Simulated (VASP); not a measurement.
Write the native input for VASP 6.6.1 that does the following.

```
Task                   : single point
Functional             : PBEsol
Potentials or basis    : VASP PAW PBE potentials, release 64 (Si, C)
Cutoff                 : 520 eV
k mesh                 : 12 × 12 × 6
Occupations            : gaussian, width 0.02 eV
Spin                   : no spin polarisation
Dipole correction      : no
Further INCAR settings : ALGO = Normal; EDIFF = 1e-07; NBANDS = 16
```

The structure of SiC lies in POSCAR:

```
SiC
1.0
    3.0758736179      0.0000000000      0.0000000000
   -1.5379368089      2.6637846919      0.0000000000
    0.0000000000      0.0000000000      5.0478194104
Si C
2 2
Direct
    0.6666666667      0.3333333333      0.8754154897
    0.3333333333      0.6666666667      0.3754154897
    0.6666666667      0.3333333333      0.4995835103
    0.3333333333      0.6666666667     -0.0004164897
```

The input as run:

INCAR

```
  ALGO = Normal
  EDIFF = 1E-7
  ENCUT = 520
  GGA = PS
  ISIF = 2
  ISMEAR = 0
  LASPH = True
  LCHARG = True
  LELF = True
  LREAL = False
  LVHAR = True
  LWAVE = False
  NBANDS = 16
  NELM = 60
  PREC = Accurate
  SIGMA = 0.02
```

KPOINTS

```
k-points
0
Gamma
  12 12 6
```

Potentials or basis: VASP PAW PBE potentials, release 64 (Si, C).

The run is started by

```sh
$ cat potpaw_PBE.64/Si/POTCAR potpaw_PBE.64/C/POTCAR > POTCAR
$ mpirun -np 1 vasp_std > vasp.out
```

Results of the run:

```
Pressure               : 0.4 GPa
Band gap on the k mesh : 2.11 eV, indirect (least direct gap 3.85 eV)
```

Caveat: the PAW data sets were made with another functional, which shifts forces and pressure a little.

It used 70 s of CPU time on 1 thread of AMD EPYC 7R13 Processor (Zen 3), with other jobs on the host.
